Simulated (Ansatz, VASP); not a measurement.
One calculation of Zr3O, two programs

POSCAR

```
Zr3O
1.0
   -2.0061351832      2.0061351832      4.4812370326
    2.0061351832     -2.0061351832      4.4812370326
    2.0061351832      2.0061351832     -4.4812370326
Zr O
3 1
Direct
    0.5000000000      0.5000000000      0.0000000000
    0.2500000000      0.7500000000      0.5000000000
    0.7500000000      0.2500000000      0.5000000000
    0.0000000000      0.0000000000      0.0000000000
```

The input INCAR.step1:

```
SYSTEM = Zr3O
ALGO = Normal ; EDIFF = 1E-4
ENCUT = 520 ; GGA = PE
ISMEAR = 0 ; LASPH = .TRUE.
LCHARG = .FALSE. ; LREAL = .FALSE.
LWAVE = .TRUE. ; NBANDS = 29
NELM = 100 ; PREC = Accurate
SIGMA = 0.1
```

File INCAR.step2:

```
SYSTEM = Zr3O
ALGO = Normal ; EDIFF = 1E-6
ENCUT = 520 ; ISIF = 2
ISMEAR = 0 ; ISTART = 1
LASPH = .TRUE. ; LCHARG = .TRUE.
LELF = .TRUE. ; LMIXTAU = .TRUE.
LREAL = .FALSE. ; LVHAR = .TRUE.
LWAVE = .FALSE. ; METAGGA = R2SCAN
NBANDS = 29 ; NELM = 100
PREC = Accurate ; SIGMA = 0.1
```

Contents of KPOINTS:

```
k-points
0
G
  6 6 6
  0 0 0
```

Input for Ansatz:

```yaml
crystal:
  lattice:
    - [-2.0061351832, 2.0061351832, 4.4812370326]
    - [2.0061351832, -2.0061351832, 4.4812370326]
    - [2.0061351832, 2.0061351832, -4.4812370326]
  atoms:
    - { symbol: Zr, position: [0.5, 0.5, 0.0] }
    - { symbol: Zr, position: [0.25, 0.75, 0.5] }
    - { symbol: Zr, position: [0.75, 0.25, 0.5] }
    - { symbol: O, position: [0.0, 0.0, 0.0] }
basis:
  ecutwfc: 500
kpoints:
  mp_grid: { grid: [6, 6, 6] }
hamiltonian:
  xc: r2scan
scf:
  occupations: { method: gaussian, width: 0.1 }
  lower_state_search: "off"
output:
  forces: true
  stress: true
  eigenvalues: true
```

Alike in both runs: task single point; functional r2SCAN; k mesh 6 × 6 × 6; occupations gaussian, width 0.1 eV; no spin polarisation.

|  | VASP | Ansatz |
| --- | --- | --- |
| version | VASP 6.6.1 | Ansatz 0.2.0 |
| potentials or method | VASP PAW PBE potentials, release 64 (Zr_sv, O), cutoff 520 eV | scalar-relativistic, plane waves, PAW |
| valence electrons in the cell | 42 | 42 |

VASP gave:

* gap on the k mesh at the Fermi level (eV): none
* pressure (GPa): 2.6
* traceless stress, the component that is largest in VASP (GPa): 3.23

Question: Estimate Ansatz's values.

Answer: gap on the k mesh at the Fermi level (eV): none; pressure (GPa): 2.5; traceless stress, the component that is largest in VASP (GPa): 3.26.

VASP's potentials were made for PBE, not for r2SCAN. A gap of «none» marks a metal or a gap that the smearing closes.

The k mesh is coarse, so the values compare programs but aren't converged.
